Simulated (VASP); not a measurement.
# ScW3 (Fm-3m) in VASP: a series of runs

Runs on ScW3. Level: PBE. Tasks: single point.

Program: VASP 6.6.1. These are calculated values, not measurements. Logs are shortened: lines on timing, memory, paths and dates and some standing lists are left out, and cuts for length are marked.

## 1. The cell of the first run

Symmetry: Fm-3m, No. 225, cubic system. Conventional cell: a = 6.456 Å, b = 6.456 Å, c = 6.456 Å, α = 90.00°, β = 90.00°, γ = 90.00°. Within 3.7 Å of Sc (site symmetry m-3m) lie 14 W at 2.80 to 3.23 Å. Within 3.7 Å of W (site symmetry -43m) lie 4 Sc at 2.80 Å and 10 W at 2.80 to 3.23 Å. W (site symmetry m-3m) has 8 W at 2.80 Å and 6 Sc at 3.23 Å within 3.7 Å.

## 2. Single point, PBE

INCAR

```
  PREC = Accurate
  ENCUT = 500
  EDIFF = 1E-6
  ISMEAR = 0
  SIGMA = 0.1
  LREAL = F
  LASPH = T
  NELM = 120
  ALGO = Normal
  ISIF = 2
  LWAVE = F
  LCHARG = F
  GGA = PE
  NBANDS = 34
  GGA_COMPAT = F
```

KPOINTS

```
regular mesh
0
Gamma
  12 12 12
```

POSCAR

```
ScW3
1.0
    0.0000000000      3.2277657445      3.2277657445
    3.2277657445      0.0000000000      3.2277657445
    3.2277657445      3.2277657445      0.0000000000
Sc W
1 3
Direct
    0.0000000000      0.0000000000      0.0000000000
    0.2500000000      0.2500000000      0.2500000000
    0.7500000000      0.7500000000      0.7500000000
    0.5000000000      0.5000000000      0.5000000000
```

Potentials or basis: VASP PAW PBE potentials, release 64 (Sc_sv, W_sv).

On the command line:

```
> cat potpaw_PBE.64/Sc_sv/POTCAR potpaw_PBE.64/W_sv/POTCAR > POTCAR
> mpirun -np 1 vasp_std > vasp.out
```

OUTCAR:

```text
PREC = Accurate
   ENCUT = 500
   EDIFF = 1E-6
   ISMEAR = 0
   LREAL = F
   LASPH = T
   NELM = 120
   ISIF = 2
   GGA = PE

 ion  position               nearest neighbor table
   1  0.000  0.000  0.000-   3 2.80   3 2.80   3 2.80   2 2.80   2 2.80   2 2.80   3 2.80   2 2.80
                             4 3.23   4 3.23   4 3.23   4 3.23   4 3.23   4 3.23
   2  0.250  0.250  0.250-   1 2.80   1 2.80   1 2.80   4 2.80   4 2.80   4 2.80   4 2.80   1 2.80
                             3 3.23   3 3.23   3 3.23   3 3.23   3 3.23   3 3.23
   3  0.750  0.750  0.750-   4 2.80   4 2.80   4 2.80   1 2.80   1 2.80   1 2.80   4 2.80   1 2.80
                             2 3.23   2 3.23   2 3.23   2 3.23   2 3.23   2 3.23
   4  0.500  0.500  0.500-   2 2.80   2 2.80   2 2.80   3 2.80   3 2.80   3 2.80   3 2.80   2 2.80
                             1 3.23   1 3.23   1 3.23   1 3.23   1 3.23   1 3.23

  LATTYP: Found a face centered cubic cell.
 ALAT       =     6.4555314890

  Lattice vectors:

 A1 = (   0.0000000000,   3.2277657445,   3.2277657445)
 A2 = (   3.2277657445,   0.0000000000,   3.2277657445)
 A3 = (   3.2277657445,   3.2277657445,   0.0000000000)

Analysis of symmetry for initial positions (statically):
=====================================================================
 Subroutine PRICEL returns:
 Original cell was already a primitive cell.

 Routine SETGRP: Setting up the symmetry group for a
 face centered cubic supercell.

 Subroutine GETGRP returns: Found 48 space group operations
 (whereof 48 operations were pure point group operations)
 out of a pool of 48 trial point group operations.

The static configuration has the point symmetry O_h .

Analysis of symmetry for dynamics (positions and initial velocities):
=====================================================================
 Subroutine PRICEL returns:
 Original cell was already a primitive cell.

 Routine SETGRP: Setting up the symmetry group for a
 face centered cubic supercell.

 Subroutine GETGRP returns: Found 48 space group operations
 (whereof 48 operations were pure point group operations)
 out of a pool of 48 trial point group operations.

The dynamic configuration has the point symmetry O_h .

 Subroutine INISYM returns: Found 48 space group operations
 (whereof 48 operations are pure point group operations),
 and found     1 'primitive' translations

[... 88 lines left out ...]
 SYSTEM =  unknown system
   PREC   = accura    normal or accurate (medium, high low for compatibility)
   ISTART =      0    job   : 0-new  1-cont  2-samecut
   ICHARG =      2    charge: 1-file 2-atom 10-const
   ISPIN  =      1    spin polarized calculation?
   LNONCOLLINEAR =      F non collinear calculations
   LSORBIT =      F    spin-orbit coupling
   LASPH  =      T    aspherical Exc in radial PAW
   ENCUT  =  500.0 eV  36.75 Ry    6.06 a.u.   8.32  8.32  8.32*2*pi/ulx,y,z
   NELM   =    120;   NELMIN=  2; NELMDL= -5     # of ELM steps
   EDIFF  = 0.1E-05   stopping-criterion for ELM
   LREAL  =      F    real-space projection
[... 7 lines left out ...]
   TEBEG  =    0.0;   TEEND  =   0.0 temperature during run
   PSTRESS=    0.0 pullay stress
   NELECT =      53.0000    total number of electrons
   NUPDOWN=      -1.0000    fix difference up-down
   EMIN   =  10.00;   EMAX   =-10.00  energy-range for DOS
   EFERMI =   0.00;   METHOD = LEGACY
   ISMEAR =     0;   SIGMA  =   0.10  broadening in eV -4-tet -1-fermi 0-gaus
   EFERMI_NEDOS =   21; number of points for ismear=-14 and -15
   IALGO  =     38    algorithm
   IMIX   =      4    mixing-type and parameters
     AMIX     =   0.40;   BMIX     =  1.00
     AMIX_MAG =   1.60;   BMIX_MAG =  1.00
  volume/ion in A,a.u.               =      16.81       113.47
  Fermi-wavevector in a.u.,A,eV,Ry     =   1.512126  2.857505 31.110081  2.286526
  Thomas-Fermi vector in A             =   2.622092
   LORBIT       =      0    0 simple, 1 ext, 2 COOP (PROOUT), +10 PAW based schemes
   GGA     = PE    functional components
   LHFCALC =     F    Hartree Fock is set to
   AEXX    =    0.0000 exact exchange contribution
   IVDW    =     0    specifies the selected vdW correction
   LEPSILON=     F    determine dielectric tensor
   LRPA    =     F    only Hartree local field effects (RPA)
 non-spin polarized calculation
 Gauss-broadening in eV      SIGMA  =   0.10
  energy-cutoff  :      500.00
  volume of cell :       67.26
 maximum number of plane-waves:      1731
 NGX is ok and might be reduce to    36
   NGX = 17   NGY = 17   NGZ = 17

 number of electron      52.9999997 magnetization

 Free energy of the ion-electron system (eV)
  ---------------------------------------------------
  ext. energy  EPLUGINS =         0.00000000
  ---------------------------------------------------
  free energy    TOTEN  =       -44.23599258 eV

  energy without entropy =      -44.21636701  energy(sigma->0) =      -44.22617979

 E-fermi :   8.8944     XC(G=0): -12.8664

 val. band max:        8.8870517682   @ k =  -0.3333   0.4167   0.0833
 cond. band min:       8.9018313567   @ k =   0.4167   0.3333   0.0000
 fundamental gap:      0.0147795884
 Fermi energy:         8.8944103113

 k-point     1 :       0.0000    0.0000    0.0000
  band No.  band energies     occupation
      1     -64.5991      2.00000
      2     -64.4927      2.00000
      3     -64.4650      2.00000
      4     -39.0114      2.00000
      5     -28.9685      2.00000
      6     -28.9685      2.00000
[... 877 lines left out ...]
     33      12.7716      0.00000
     34      12.8965      0.00000

 [... further k-points ...]

------------------------ aborting loop because EDIFF is reached ----------------------------------------

  FORCE on cell =-STRESS in cart. coord.  units (eV):
  Direction    XX          YY          ZZ          XY          YZ          ZX
  --------------------------------------------------------------------------------------
  -------------------------------------------------------------------------------------
  Total        0.1563608      0.1563608      0.1563608      0.0000000     -0.0000000      0.0000000
  in kB        3.7247965      3.7247965      3.7247965      0.0000000     -0.0000000      0.0000000
  external PRESSURE =       3.7247965 kB  Pullay stress =       0.0000000 kB

 VOLUME and BASIS-vectors are now :
 -----------------------------------------------------------------------------
  energy-cutoff  :      500.00
  volume of cell :       67.26
      direct lattice vectors                 reciprocal lattice vectors
     0.000000000  3.227765745  3.227765745    -0.154905913  0.154905913  0.154905913
     3.227765745  0.000000000  3.227765745     0.154905913 -0.154905913  0.154905913
     3.227765745  3.227765745  0.000000000     0.154905913  0.154905913 -0.154905913

 POSITION                                       TOTAL-FORCE (eV/Angst)
 -----------------------------------------------------------------------------------
      0.00000      0.00000      0.00000         0.000000     -0.000000      0.000000
      1.61388      1.61388      1.61388         0.000000      0.000000      0.000000
      4.84165      4.84165      4.84165        -0.000000     -0.000000     -0.000000
      3.22777      3.22777      3.22777         0.000000     -0.000000      0.000000
 -----------------------------------------------------------------------------------
    total drift:                                0.000000      0.000000      0.000000

  FREE ENERGIE OF THE ION-ELECTRON SYSTEM (eV)
  ---------------------------------------------------
  free  energy   TOTEN  =       -44.2359925777 eV

  energy  without entropy=      -44.2163670094  energy(sigma->0) =      -44.22617979
```

OSZICAR:

```text
N       E                     dE             d eps       ncg     rms          rms(c)
DAV:   1     0.675408296645E+03    0.67541E+03   -0.28422E+04  4904   0.175E+03
DAV:   2    -0.387239307370E+01   -0.67928E+03   -0.66924E+03  4904   0.609E+02
DAV:   3    -0.445244602795E+02   -0.40652E+02   -0.38497E+02  6626   0.137E+02
DAV:   4    -0.465680259757E+02   -0.20436E+01   -0.20106E+01  7656   0.349E+01
DAV:   5    -0.465981988831E+02   -0.30173E-01   -0.29978E-01  6360   0.330E+00    0.323E+01
DAV:   6    -0.446686544067E+02    0.19295E+01   -0.31389E+00  6454   0.150E+01    0.123E+01
DAV:   7    -0.442535746345E+02    0.41508E+00   -0.14717E+00  6560   0.956E+00    0.139E+00
DAV:   8    -0.442436643500E+02    0.99103E-02   -0.74995E-02  6376   0.268E+00    0.866E-01
DAV:   9    -0.442359759634E+02    0.76884E-02   -0.14379E-02  6512   0.137E+00    0.163E-01
DAV:  10    -0.442360324579E+02   -0.56494E-04   -0.14770E-03  7528   0.349E-01    0.106E-01
DAV:  11    -0.442360092001E+02    0.23258E-04   -0.12451E-04  6480   0.110E-01    0.354E-02
DAV:  12    -0.442359931739E+02    0.16026E-04   -0.11058E-05  6464   0.271E-02    0.440E-03
DAV:  13    -0.442359925777E+02    0.59619E-06   -0.67877E-07  3952   0.947E-03
   1 F= -.44235993E+02 E0= -.44226180E+02  d E =-.196256E-01
```

Run time: 2.5 min. Hardware: 1 thread of Intel Xeon Platinum 8375C at 2.90GHz (Ice Lake), shared host; peak memory 0.29 GiB.

Results:

| Property | Result |
| --- | --- |
| Free energy | -44.2360 eV |
| Pressure | 0.4 GPa |
| Band gap on the k mesh | zero (an odd number of electrons rules out a gap without spin polarisation) |

Levels at points of the mesh, in eV from the Fermi level:
```csv
k point,band 23,band 24,band 25,band 26,band 27,band 28,band 29,band 30
"(0.00, 0.00, 0.00)",-1.53,-1.53,-1.53,0.62,0.62,0.62,3.03,3.03
"(0.50, 0.00, 0.00)",-1.97,-1.71,-1.71,-1.10,-0.85,-0.85,2.87,2.87
"(0.50, 0.50, 0.00)",-1.82,-0.81,0.29,0.29,1.49,1.49,1.56,1.56
```

Caveat: spin-orbit coupling is left out, which moves the levels of the heavy elements.

(Continued in part 2 of 2.)

The gap in the log of VASP goes by the Fermi energy; the results here count the filled bands.